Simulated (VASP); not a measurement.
A run of VASP 6.6.1 is set up as follows.

INCAR

```
PREC     = Accurate       # precision mode
ENCUT    = 520            # plane-wave cutoff, eV
EDIFF    = 1E-6           # SCF threshold, eV
ISMEAR   = -1             # smearing method
SIGMA    = 0.05           # smearing width, eV
LREAL    = False          # projectors in reciprocal space
LASPH    = True           # aspherical terms in the spheres
NELM     = 100            # most SCF steps
ALGO     = Normal         # electronic algorithm
ISIF     = 2              # what is computed and relaxed
LWAVE    = False          # write WAVECAR
LCHARG   = False          # write CHGCAR
GGA      = PS             # functional
NBANDS   = 26             # bands
```

KPOINTS

```
regular mesh
0
Gamma
  11 11 11
```

File POSCAR:

```
NbP
1.0
   -1.6235774026      1.6235774026      5.4275822496
    1.6235774026     -1.6235774026      5.4275822496
    1.6235774026      1.6235774026     -5.4275822496
Nb P
2 2
Direct
    0.2508723163      0.7508723163      0.5000000000
    0.5008723163      0.5008723163      0.0000000000
    0.8317562537      0.3317562537      0.5000000000
    0.0817562537      0.0817562537      0.0000000000
```

Potentials or basis: VASP PAW PBE potentials, release 64 (Nb_sv, P).

The run is started by

```console
$ cat potpaw_PBE.64/Nb_sv/POTCAR potpaw_PBE.64/P/POTCAR > POTCAR
$ mpirun -np 1 vasp_std > vasp.out
```

Problem. Estimate the band gap on the k mesh.

Solution. Zero (bands 18 and 19 overlap by 0.02 eV).

Problem. What does it give for the largest force?

Solution. 0.003 eV/Å.

Problem. Predict the pressure.

Solution. 19.7 GPa.

Forces on the atoms (eV/Å):
```
Nb   0.000  0.000 -0.003
Nb   0.000  0.000 -0.003
P    0.000  0.000  0.003
P    0.000  0.000  0.003
```

Caveat: the cell stands under pressure; the PAW data sets were made with another functional, which shifts forces and pressure a little.
